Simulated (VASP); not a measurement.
A run of VASP 6.6.1 is set up as follows.

The input INCAR:

```
SYSTEM = N
ALGO = Normal
EDIFF = 1E-6
ENCUT = 520
GGA = PS
ISIF = 2
ISMEAR = 0
LASPH = .True.
LCHARG = .False.
LREAL = .False.
LWAVE = .False.
NBANDS = 18
NELM = 80
PREC = Accurate
SIGMA = 0.01
```

File KPOINTS:

```
k-points
0
Gamma
  5 5 3
  0 0 0
```

File POSCAR:

```
N
1.0
    4.2689126820      0.0000000000      0.0000000000
   -2.1344558288      3.6969861720      0.0000000000
    0.0000000000      0.0000000000      7.1769491473
N
4
Direct
    0.3333333333      0.6666666667      0.3289300000
    0.3333333333      0.6666666667      0.1710700000
    0.6666666667      0.3333333333      0.8289300000
    0.6666666667      0.3333333333      0.6710700000
```

Potentials or basis: VASP PAW PBE potentials, release 64 (N).

Command:

```bash
$ cat potpaw_PBE.64/N/POTCAR > POTCAR
$ mpirun -np 1 vasp_std > vasp.out
```

Task: Estimate the band gap on the k mesh.

Result: 6.84 eV, indirect (least direct gap 7.08 eV).

Task: What does it give for the pressure?

Result: -3.2 GPa.

Task: Estimate the largest force.

Result: 2.991 eV/Å.

Forces on the atoms (eV/Å):
```
N    0.000  0.000 -2.991
N    0.000  0.000  2.991
N    0.000  0.000 -2.991
N    0.000  0.000  2.991
```

Caveat: the standard files for N, O and F lose accuracy on very short bonds; the PAW data sets were made with another functional, which shifts forces and pressure a little. Expect the measured gap to be larger: semilocal functionals such as PBEsol lack the derivative discontinuity.
